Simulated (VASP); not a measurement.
A run of VASP 6.6.1 is set up as follows.

File INCAR:

```
PREC = Accurate
ENCUT = 500
EDIFF = 1E-6
ISMEAR = 0
SIGMA = 0.1
LREAL = F
LASPH = T
NELM = 120
ALGO = Normal
ISIF = 2
LWAVE = F
LCHARG = F
GGA = PE
NBANDS = 10
GGA_COMPAT = F
```

The input KPOINTS:

```
Automatic mesh
0
Gamma
  8 8 8
```

POSCAR

```
Na
1.0
   -2.1040267987      2.1040267987      2.1040267987
    2.1040267987     -2.1040267987      2.1040267987
    2.1040267987      2.1040267987     -2.1040267987
Na
1
Direct
    0.0000000000      0.0000000000      0.0000000000
```

Potentials or basis: VASP PAW PBE potentials, release 64 (Na_pv).

Command:

```console
$ cat potpaw_PBE.64/Na_pv/POTCAR > POTCAR
$ mpirun -np 1 vasp_std > vasp.out
```

Task: What does it give for the pressure?

Result: -0.1 GPa.
